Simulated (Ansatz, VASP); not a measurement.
**One calculation of BaMg2N2, two programs**

The input INCAR:

```
SYSTEM = BaMg2N2
PREC     = Accurate       ! precision mode
ENCUT    = 600            ! plane-wave cutoff, eV
EDIFF    = 1E-7           ! SCF threshold, eV
ISMEAR   = 0              ! smearing method
SIGMA    = 0.1            ! smearing width, eV
LREAL    = .FALSE.        ! projectors in reciprocal space
LASPH    = .TRUE.         ! aspherical terms in the spheres
NELM     = 60             ! most SCF steps
ALGO     = Normal         ! electronic algorithm
ISIF     = 3              ! what is computed and relaxed
LWAVE    = .FALSE.        ! write WAVECAR
LCHARG   = .FALSE.        ! write CHGCAR
GGA      = PE             ! functional
IBRION   = 2              ! ionic algorithm
NSW      = 90             ! ionic steps
EDIFFG   = -0.04          ! ionic threshold
```

Contents of KPOINTS:

```
regular mesh
0
G
  6 6 4
  0 0 0
```

POSCAR

```
BaMg2N2
1.0
    5.3657320528      0.0000000000      0.0000000000
   -2.6828660264      4.6468602676      0.0000000000
    0.0000000000      0.0000000000      6.3716154105
Ba Mg N
1 2 2
Direct
    0.0000000000      0.0000000000      0.0000000000
    0.3333333333      0.6666666667      0.5000000000
    0.6666666667      0.3333333333      0.5000000000
    0.0000000000      0.0000000000      0.4089293226
    0.0000000000      0.0000000000      0.5910706774
```

Input for Ansatz:

```yaml
crystal:
  lattice:
    - [5.3657320528, 0.0, 0.0]
    - [-2.6828660264, 4.6468602676, 0.0]
    - [0.0, 0.0, 6.3716154105]
  atoms:
    - { symbol: Ba, position: [0.0, 0.0, 0.0] }
    - { symbol: Mg, position: [0.3333333333, 0.6666666667, 0.5] }
    - { symbol: Mg, position: [0.6666666667, 0.3333333333, 0.5] }
    - { symbol: "N", position: [0.0, 0.0, 0.4089293226] }
    - { symbol: "N", position: [0.0, 0.0, 0.5910706774] }
basis:
  ecutwfc: 420
kpoints:
  mp_grid: { grid: [6, 6, 4] }
hamiltonian:
  xc: pbe
scf:
  occupations: { method: gaussian, width: 0.1 }
  lower_state_search: "off"
output:
  forces: true
  stress: true
  eigenvalues: true
relax:
  adjacent_minimum: "off"
  f_tol: 0.04
  max_steps: 70
  cell: { stress_tol: 0.4 }
```

Alike in both runs: task relaxation of cell and atoms; functional PBE; k mesh 6 × 6 × 4; occupations gaussian, width 0.1 eV; no spin polarisation.

```csv
,VASP,Ansatz
version,VASP 6.6.1,Ansatz 0.2.0
potentials or method,"VASP PAW PBE potentials, release 64 (Ba_sv, Mg, N), cutoff 600 eV","scalar-relativistic, plane waves, PAW"
valence electrons in the cell,24,40
```

Ansatz gave:

- gap on the k mesh at the Fermi level, each at its own relaxed structure (eV): none
- relaxed volume (Å³/atom): 32.22
- relaxed cell length with the largest relative difference (Å): 6.406

What did VASP give for the same quantities?

gap on the k mesh at the Fermi level, each at its own relaxed structure (eV): none; relaxed volume (Å³/atom): 32.25; relaxed cell length with the largest relative difference (Å): 6.445.

A gap of «none» marks a metal or a gap that the smearing closes. VASP's potentials hold 24 valence electrons a cell and Ansatz's 40, so a difference there can come from the potentials and not from the codes.

Neither program's run includes spin-orbit coupling. Noted on VASP's run: the standard files for N, O and F lose accuracy on very short bonds.
